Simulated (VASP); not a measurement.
Here is a VASP 6.6.1 calculation.

File INCAR:

```
PREC = Accurate ; ENCUT = 520
EDIFF = 1E-7 ; ISMEAR = 0
SIGMA = 0.1 ; LREAL = False
LASPH = True ; NELM = 100
ALGO = Normal ; ISIF = 2
LWAVE = False ; LCHARG = False
GGA = PE ; NBANDS = 27
```

KPOINTS

```
Automatic mesh
0
Gamma
  6 6 4
```

File POSCAR:

```
NbTe
1.0
    3.4307736221      0.0000000000      0.0000000000
   -1.7153868110      2.9711371114      0.0000000000
    0.0000000000      0.0000000000      9.4255564158
Nb Te
2 2
Direct
    0.3333333333      0.6666666667      0.0419491425
    0.6666666667      0.3333333333      0.5419491425
    0.3333333333      0.6666666667      0.3401508575
    0.6666666667      0.3333333333      0.8401508575
```

Potentials or basis: VASP PAW PBE potentials, release 64 (Nb_sv, Te).

Command:

```bash
$ cat potpaw_PBE.64/Nb_sv/POTCAR potpaw_PBE.64/Te/POTCAR > POTCAR
$ mpirun -np 1 vasp_std > vasp.out
```

(1) Predict the band gap on the k mesh.

(2) Predict the pressure.

(3) Predict the largest force.

Results:

(1) zero (band 19 reaches 9.71 eV, above the bottom of band 20 at 8.59 eV).

(2) -0.2 GPa.

(3) 0.009 eV/Å.

Caveat: spin-orbit coupling is left out, which moves the levels of the heavy elements.
